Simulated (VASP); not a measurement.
Set up this calculation in VASP 6.6.1, as the native input.

```
Task                   : single point
Functional             : r2SCAN
Potentials or basis    : VASP PAW PBE potentials, release 64 (Al, Cu)
Cutoff                 : 520 eV
k mesh                 : 10 × 10 × 14
Occupations            : tetrahedron
Spin                   : no spin polarisation
Dipole correction      : no
Further INCAR settings : ALGO = Normal; EDIFF = 1e-07; NBANDS = 16
```

Crystal: Al2Cu.

```
Al Cu
1.0
     4.10518    0.00000    0.00000
     0.00000    4.10518    0.00000
     0.00000    0.00000    2.89131
Al Cu
2 1
Direct
  0.50000 0.00000 0.50000
  0.00000 0.50000 0.50000
  0.00000 0.00000 0.00000
```

These files were run (other wordings do the same):

POSCAR

```
Al2Cu
1.0
    4.1051820000      0.0000000000      0.0000000000
    0.0000000000      4.1051820000      0.0000000000
    0.0000000000      0.0000000000      2.8913130000
Al Cu
2 1
Direct
    0.5000000000      0.0000000000      0.5000000000
    0.0000000000      0.5000000000      0.5000000000
    0.0000000000      0.0000000000      0.0000000000
```

INCAR.step1

```
PREC     = Accurate       # precision mode
ENCUT    = 520            # plane-wave cutoff, eV
ISMEAR   = -5             # smearing method
SIGMA    = 0.1            # smearing width, eV
LREAL    = F              # projectors in reciprocal space
LASPH    = T              # aspherical terms in the spheres
NELM     = 80             # most SCF steps
NBANDS   = 16             # bands
GGA      = PE             # functional
ALGO     = Normal         # electronic algorithm
EDIFF    = 1E-4           # SCF threshold, eV
LWAVE    = T              # write WAVECAR
LCHARG   = F              # write CHGCAR
```

INCAR.step2

```
PREC     = Accurate       # precision mode
ENCUT    = 520            # plane-wave cutoff, eV
EDIFF    = 1E-7           # SCF threshold, eV
ISMEAR   = -5             # smearing method
SIGMA    = 0.1            # smearing width, eV
LREAL    = F              # projectors in reciprocal space
LASPH    = T              # aspherical terms in the spheres
NELM     = 80             # most SCF steps
ALGO     = Normal         # electronic algorithm
ISIF     = 2              # what is computed and relaxed
LWAVE    = F              # write WAVECAR
LCHARG   = T              # write CHGCAR
METAGGA  = R2SCAN         # meta-GGA
LMIXTAU  = T            
LELF     = T              # ELF
LVHAR    = T            
NBANDS   = 16             # bands
ISTART   = 1
```

KPOINTS

```
regular mesh
0
Gamma
  10 10 14
```

Potentials or basis: VASP PAW PBE potentials, release 64 (Al, Cu).

Command:

```bash
$ cat potpaw_PBE.64/Al/POTCAR potpaw_PBE.64/Cu/POTCAR > POTCAR
$ cp INCAR.step1 INCAR
$ mpirun -np 1 vasp_std > vasp.out
$ cp INCAR.step2 INCAR
$ mpirun -np 1 vasp_std > vasp.out
```

It gave:

| Item | Value |
| --- | --- |
| Pressure | -2.3 GPa |
| Band gap on the k mesh | zero (an odd number of electrons rules out a gap without spin polarisation) |

Caveat: the PAW data sets were made with another functional, which shifts forces and pressure a little; tetrahedron occupations give inexact forces and stress in metals.

It took 5.6 min on 1 thread of AMD EPYC 9R45 96-Core Processor (Zen 5), with other jobs on the host, peak memory 0.24 GiB.
